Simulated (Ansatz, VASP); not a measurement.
One calculation of Ir, two programs

```
Ir
1.0
     0.00000    1.91578    1.91578
     1.91578    0.00000    1.91578
     1.91578    1.91578    0.00000
Ir
1
Direct
  0.00000 0.00000 0.00000
```

Alike in both runs: task single point; functional PBE; k mesh 18 × 18 × 18; occupations gaussian, width 0.1 eV; no spin polarisation.

|  | VASP | Ansatz |
| --- | --- | --- |
| version | VASP 6.6.1 | Ansatz 0.2.0 |
| potentials or method | VASP PAW PBE potentials, release 64 (Ir), cutoff 500 eV | scalar-relativistic, plane waves, PAW |
| valence electrons in the cell | 9 | 17 |

```csv
,VASP,Ansatz,Ansatz less VASP
gap on the k mesh at the Fermi level (eV),none,none,-
pressure (GPa),12.0,11.4,-0.61
```

A gap of «none» marks a metal or a gap that the smearing closes. VASP's potentials hold 9 valence electrons a cell and Ansatz's 17, so a difference there can come from the potentials and not from the codes.

Spin-orbit coupling is off throughout.
